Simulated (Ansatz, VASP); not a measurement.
**One calculation of SnSe2, two programs**

```xyz
3
Lattice="3.9360 0.0000 0.0000 -1.9680 3.4087 0.0000 0.0000 0.0000 6.9835" Properties=species:S:1:pos:R:3 pbc="T T T"
Sn    0.0000    0.0000    0.0000
Se    0.0000    2.2725    1.8516
Se    1.9680    1.1362    5.1319
```

Alike in both runs: task single point; functional PBE; dispersion D3(BJ); k mesh 12 × 12 × 6; occupations gaussian, width 0.03 eV; no spin polarisation.

```csv
,VASP,Ansatz
version,VASP 6.6.1,Ansatz 0.2.0
potentials or method,"VASP PAW PBE potentials, release 64 (Sn_d, Se), cutoff 500 eV","scalar-relativistic, plane waves, PAW"
valence electrons in the cell,26,46
```

Ansatz gave:

| Item | Value |
| --- | --- |
| gap on the k mesh at the Fermi level (eV) | none |
| pressure (GPa) | -8.0 |
| traceless stress, the component that is largest in VASP (GPa) | -4.68 |
| rms of the force components (eV/Å) | 0.803 |

**Question.** Which values does VASP return?

**Answer.** gap on the k mesh at the Fermi level (eV): none; pressure (GPa): -8.0; traceless stress, the component that is largest in VASP (GPa): -4.67; rms of the force components (eV/Å): 0.801.

Atom by atom the forces differ by 0.003 eV/Å (rms over components). A gap of «none» marks a metal or a gap that the smearing closes. VASP's potentials hold 26 valence electrons a cell and Ansatz's 46, so a difference there can come from the potentials and not from the codes.
